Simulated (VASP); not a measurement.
# Be2C (Fm-3m) in VASP: notebook, part 2 of 2

VASP 6.6.1. The steps go on from the part before.

## Step 4: Relaxation of cell and atoms, PBEsol, target pressure 15 GPa, at which the enthalpy is minimised

INCAR

```
ALGO     = Normal         # electronic algorithm
EDIFF    = 1E-7           # SCF threshold, eV
EDIFFG   = -0.002         # ionic threshold
ENCUT    = 600            # plane-wave cutoff, eV
GGA      = PS             # functional
GGA_COMPAT= False        
IBRION   = 2              # ionic algorithm
ISIF     = 3              # what is computed and relaxed
ISMEAR   = 0              # smearing method
LASPH    = True           # aspherical terms in the spheres
LCHARG   = False          # write CHGCAR
LREAL    = False          # projectors in reciprocal space
LWAVE    = False          # write WAVECAR
NELM     = 120            # most SCF steps
NELMIN   = 4            
NSW      = 100            # ionic steps
PREC     = Accurate       # precision mode
PSTRESS  = 150.0        
SIGMA    = 0.01           # smearing width, eV
```

KPOINTS

```
k-points
0
Gamma
  10 10 10
```

POSCAR

```
Be2C
1.0
    2.1553793063      2.1553793063      0.0000000000
   -2.1553793063      2.1553793063      0.0000000000
    0.0000000000      2.1553793063      2.1553793063
Be C
2 1
Direct
    0.2500000000      0.7500000000      0.5000000000
    0.7500000000      0.2500000000      0.5000000000
    0.0000000000      0.0000000000      0.0000000000
```

Potentials or basis: VASP PAW PBE potentials, release 64 (Be, C).

Run with:

```bash
$ cat potpaw_PBE.64/Be/POTCAR potpaw_PBE.64/C/POTCAR > POTCAR
$ mpirun -np 1 vasp_std > vasp.out
```

OUTCAR:

```text
EDIFF = 1E-7
   EDIFFG = -0.002
   ENCUT = 600
   GGA = PS
   IBRION = 2
   ISIF = 3
   ISMEAR = 0
   LASPH = True
   LREAL = False
   NELM = 120
   NELMIN = 4
   NSW = 100
   PREC = Accurate
   PSTRESS = 150.0

 ion  position               nearest neighbor table
   1  0.250  0.750  0.500-   3 1.87   3 1.87   3 1.87   3 1.87   2 2.16   2 2.16   2 2.16   2 2.16
                             2 2.16   2 2.16
   2  0.750  0.250  0.500-   3 1.87   3 1.87   3 1.87   3 1.87   1 2.16   1 2.16   1 2.16   1 2.16
                             1 2.16   1 2.16
   3  0.000  0.000  0.000-   2 1.87   1 1.87   2 1.87   1 1.87   1 1.87   2 1.87   1 1.87   2 1.87

  LATTYP: Found a face centered cubic cell.
 ALAT       =     4.3107586126

  Lattice vectors:

 A1 = (   0.0000000000,   2.1553793063,   2.1553793063)
 A2 = (   2.1553793063,   0.0000000000,   2.1553793063)
 A3 = (   2.1553793063,   2.1553793063,   0.0000000000)

Analysis of symmetry for initial positions (statically):
=====================================================================
 Subroutine PRICEL returns:
 Original cell was already a primitive cell.

 Routine SETGRP: Setting up the symmetry group for a
 face centered cubic supercell.

 Subroutine GETGRP returns: Found 48 space group operations
 (whereof 48 operations were pure point group operations)
 out of a pool of 48 trial point group operations.

The static configuration has the point symmetry O_h .

Analysis of symmetry for dynamics (positions and initial velocities):
=====================================================================
 Subroutine PRICEL returns:
 Original cell was already a primitive cell.

 Routine SETGRP: Setting up the symmetry group for a
 face centered cubic supercell.

 Subroutine GETGRP returns: Found 48 space group operations
 (whereof 48 operations were pure point group operations)
 out of a pool of 48 trial point group operations.
[... 127 lines left out ...]
   LORBIT       =      0    0 simple, 1 ext, 2 COOP (PROOUT), +10 PAW based schemes
   GGA     = PS    functional components
   LHFCALC =     F    Hartree Fock is set to
   AEXX    =    0.0000 exact exchange contribution
   IVDW    =     0    specifies the selected vdW correction
   LEPSILON=     F    determine dielectric tensor
   LRPA    =     F    only Hartree local field effects (RPA)
 conjugate gradient relaxation of ions
 non-spin polarized calculation
 Gauss-broadening in eV      SIGMA  =   0.01
  energy-cutoff  :      600.00
  volume of cell :       20.03
 maximum number of plane-waves:       692
   NGX = 13   NGY = 13   NGZ = 13

--------------------------------------- Ionic step        1  -------------------------------------------

 number of electron       8.0000000 magnetization

 Free energy of the ion-electron system (eV)
  ---------------------------------------------------
  ext. energy  EPLUGINS =         0.00000000
  ---------------------------------------------------
  free energy    TOTEN  =       -18.41285036 eV

  energy without entropy =      -18.41285036  energy(sigma->0) =      -18.41285036

------------------------ aborting loop because EDIFF is reached ----------------------------------------

  FORCE on cell =-STRESS in cart. coord.  units (eV):
  Direction    XX          YY          ZZ          XY          YZ          ZX
  --------------------------------------------------------------------------------------
  -------------------------------------------------------------------------------------
  Total        0.0705121      0.0705121      0.0705121      0.0000000     -0.0000000      0.0000000
  in kB        5.6412221      5.6412221      5.6412221      0.0000000     -0.0000000      0.0000000
  external PRESSURE =    -144.3587779 kB  Pullay stress =     150.0000000 kB
[... 65 lines left out ...]
--------------------------------------- Ionic step        3  -------------------------------------------

 number of electron       7.9999999 magnetization

 Free energy of the ion-electron system (eV)
  ---------------------------------------------------
  ext. energy  EPLUGINS =         0.00000000
  ---------------------------------------------------
  free energy    TOTEN  =       -18.35622174 eV

  energy without entropy =      -18.35622174  energy(sigma->0) =      -18.35622174

 E-fermi :   8.5457     XC(G=0): -11.8107

 val. band max:        8.4479819439   @ k =   0.0000   0.0000   0.0000
 cond. band min:       9.5393424402   @ k =   0.5000   0.5000   0.0000
 fundamental gap:      1.0913604963
 Fermi energy:         8.5457276735

 k-point     1 :       0.0000    0.0000    0.0000
  band No.  band energies     occupation
      1      -7.1485      2.00000
      2       8.4480      2.00000
      3       8.4480      2.00000
      4       8.4480      2.00000
      5      12.6685      0.00000
      6      12.6685      0.00000
      7      12.6685      0.00000
      8      16.0034      0.00000
[... 243 lines left out ...]
 k-point    24 :       0.4000    0.3000    0.0000
  band No.  band energies     occupation
      1      -3.2814      2.00000
      2       0.5248      2.00000
      3       2.5591      2.00000
      4       4.5548      2.00000
      5      12.3692      0.00000
      6      18.3461      0.00000
      7      18.8198      0.00000
      8      19.8910      0.00000

 [... further k-points ...]
[... 5 lines left out ...]
  --------------------------------------------------------------------------------------
  -------------------------------------------------------------------------------------
  Total        1.7627525      1.7627525      1.7627525     -0.0000000     -0.0000000      0.0000000
  in kB      150.1527493    150.1527493    150.1527493     -0.0000000     -0.0000000      0.0000000
  external PRESSURE =       0.1527493 kB  Pullay stress =     150.0000000 kB
[... 22 lines left out ...]
  energy  without entropy=      -18.3562217443  energy(sigma->0) =      -18.35622174

  enthalpy is  TOTEN    =       -16.5952625293 eV   P V=        1.7609592150

 reached required accuracy - stopping structural energy minimisation
```

CONTCAR:

```text
Be2C
   1.00000000000000
     2.1107957370456036    2.1107957370456036    0.0000000000000000
    -2.1107957370456036    2.1107957370456036   -0.0000000000000000
    -0.0000000000000000    2.1107957370456036    2.1107957370456036
  Be              C
     2     1
Direct
     0.2500000000000000    0.7500000000000000    0.5000000000000000
     0.7500000000000000    0.2500000000000000    0.5000000000000000
     0.0000000000000000    0.0000000000000000    0.0000000000000000

  0.00000000E+00  0.00000000E+00  0.00000000E+00
  0.00000000E+00  0.00000000E+00  0.00000000E+00
  0.00000000E+00  0.00000000E+00  0.00000000E+00
```

Run time: 7.3 s. Hardware: 1 thread of Intel Xeon 6975P-C (Granite Rapids), shared host; peak memory 0.14 GiB.

Results:

| Property | Result |
| --- | --- |
| Free energy | -18.3562 eV |
| Relaxed volume | 6.27 Å³/atom |
| Relaxed cell | a = 2.985 Å, b = 2.985 Å, c = 2.985 Å, α = 60.00°, β = 60.00°, γ = 90.00° |
| Space group after relaxing (to 0.1 Å) | Fm-3m (No. 225) |
| Energy change on relaxing (the run minimises the enthalpy) | +18.9 meV/atom |
| Ionic steps | 3 |
| Pressure after relaxing | 15.0 GPa |
| Band gap on the k mesh | 1.09 eV (least direct gap 4.22 eV) |

Step by step:
| step | energy change (eV) | largest force (eV/Å) | pressure (GPa) | volume (Å³) |
| --- | --- | --- | --- | --- |
| 1 | 0.0000 | 0.0000 | 0.56 | 20.03 |
| 2 | 0.1112 | 0.0000 | 21.86 | 18.33 |
| 3 | 0.0566 | 0.0000 | 15.02 | 18.81 |

Final structure:
```yaml
crystal:
  lattice:
    - [2.11080, 2.11080, 0.00000]
    - [-2.11080, 2.11080, 0.00000]
    - [0.00000, 2.11080, 2.11080]
  atoms:
    - { symbol: Be, position: [0.25000, 0.75000, 0.50000] }
    - { symbol: Be, position: [0.75000, 0.25000, 0.50000] }
    - { symbol: C, position: [0.00000, 0.00000, 0.00000] }
```

Caveat: the cell is relaxed towards a set pressure, so the run minimises the enthalpy, not the energy; the PAW data sets were made with another functional, which shifts forces and pressure a little. A k mesh can miss the band edges.

## Step 5: Summary

| cell | gap on the mesh (eV) | pressure (GPa) |
| --- | --- | --- |
| relaxed to 7 GPa | 1.08 | 7.0 |
| relaxed to 10 GPa | 1.08 | 10.0 |
| relaxed to 15 GPa | 1.09 | 15.0 |

Alike in all rows: task relaxation of cell and atoms; level PBEsol; potentials or basis VASP PAW PBE potentials, release 64 (Be, C); no spin polarisation; k mesh 10 × 10 × 10; cutoff (eV) 600; smearing gaussian 0.01 eV.

Caveats: the cell is relaxed towards a set pressure, so the run minimises the enthalpy, not the energy; the PAW data sets were made with another functional, which shifts forces and pressure a little.

Absolute energies hang on the potentials; compare differences alone.
